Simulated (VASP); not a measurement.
A run of VASP 6.6.1:

INCAR

```
ALGO = Normal
EDIFF = 1E-6
ENCUT = 520
GGA = PE
ISIF = 2
ISMEAR = 0
ISPIN = 2
LASPH = True
LCHARG = False
LMAXMIX = 4
LORBIT = 11
LREAL = False
LWAVE = False
MAGMOM = 1.84 1.84
NBANDS = 20
NELM = 150
PREC = Accurate
SIGMA = 0.05
```

File KPOINTS:

```
k-points
0
Gamma
  1 1 15
```

Contents of POSCAR:

```
Co
1.0
    9.0000000000      0.0000000000      0.0000000000
    0.0000000000      9.3000000000      0.0000000000
    0.0000000000      0.0000000000      4.4595439202
Co
2
Direct
    0.5000000000      0.5000000000      0.0000000000
    0.5000000000      0.5000000000      0.4650000000
```

Potentials or basis: VASP PAW PBE potentials, release 64 (Co).

Command:

```sh
$ cat potpaw_PBE.64/Co/POTCAR > POTCAR
$ mpirun -np 1 vasp_std > vasp.out
```

Hardware: 1 thread of Intel(R) Xeon(R) Platinum 8375C CPU @ 2.90GHz (Ice Lake), with other jobs on the host.

Task: Estimate the wall time of this run.

Result: Run time: 2.4 min on 1 thread of Intel(R) Xeon(R) Platinum 8375C CPU @ 2.90GHz (Ice Lake), on a shared host, peak memory 0.55 GiB. Counts: scf iterations 22, k points 8.
